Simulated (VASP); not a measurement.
Input of a VASP 6.6.1 run:

INCAR

```
SYSTEM = MgSn2N2
ALGO = Normal
EDIFF = 1E-7
EDIFFG = -0.01
ENCUT = 600
GGA = PE
IBRION = 2
ISIF = 3
ISMEAR = -1
LASPH = .TRUE.
LCHARG = .FALSE.
LREAL = .FALSE.
LWAVE = .FALSE.
NELM = 100
NSW = 60
PREC = Accurate
SIGMA = 0.05
```

KPOINTS

```
k-points
0
G
  8 8 4
  0 0 0
```

Contents of POSCAR:

```
MgSn2N2
1.0
    3.3605490000      0.0000000000      0.0000000000
    0.0000000000      3.3605490000      0.0000000000
    0.0000000000      0.0000000000      8.1883940000
Sn Mg N
2 1 2
Direct
    0.0000000000      0.0000000000      0.3078630000
    0.0000000000      0.0000000000      0.6921370000
    0.5000000000      0.5000000000      0.0000000000
    0.5000000000      0.0000000000      0.8473020000
    0.0000000000      0.5000000000      0.1526980000
```

Potentials or basis: VASP PAW PBE potentials, release 64 (Sn_d, Mg, N).

Run with:

```sh
$ cat potpaw_PBE.64/Sn_d/POTCAR potpaw_PBE.64/Mg/POTCAR potpaw_PBE.64/N/POTCAR > POTCAR
$ mpirun -np 1 vasp_std > vasp.out
```

What does it give for the band gap on the k mesh?

Zero (band 20 reaches 5.86 eV, above the bottom of band 21 at 4.31 eV).

Estimate the space group after relaxing (to 0.05 Å).

P-4m2 (No. 115).

Forces in eV/Å, atoms in the order of the input:
```
Sn   0.000  0.000  0.002
Sn   0.000  0.000 -0.002
Mg   0.000  0.000  0.000
N    0.000  0.000  0.005
N    0.000  0.000 -0.005
```

Caveat: spin-orbit coupling is left out, which moves the levels of the heavy elements.
